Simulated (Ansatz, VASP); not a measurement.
# Na: VASP beside Ansatz

```xyz
1
Lattice="0.0000 2.5584 2.5584 2.5584 0.0000 2.5584 2.5584 2.5584 0.0000" Properties=species:S:1:pos:R:3 pbc="T T T"
Na    0.0000    0.0000    0.0000
```

Alike in both runs: task single point; functional LDA; k mesh 12 × 12 × 12; occupations fermi-dirac, width 0.1 eV; no spin polarisation.

|  | VASP | Ansatz |
| --- | --- | --- |
| version | VASP 6.6.1 | Ansatz 0.2.0 |
| potentials or method | VASP PAW LDA potentials, release 64 (Na_pv), cutoff 520 eV | plane waves (420 eV) with PAW, scalar-relativistic |
| valence electrons in the cell | 7 | 9 |

|  | VASP | Ansatz | Ansatz less VASP |
| --- | --- | --- | --- |
| pressure (GPa) | 0.0 | 0.0 | +0.01 |

Ansatz warns that its potentials were made for another functional, while VASP's fit it. LDA's correlation is that of Perdew and Zunger in VASP and of Perdew and Wang (1992) in Ansatz. VASP's potentials hold 7 valence electrons a cell and Ansatz's 9, so a difference there can come from the potentials and not from the codes.
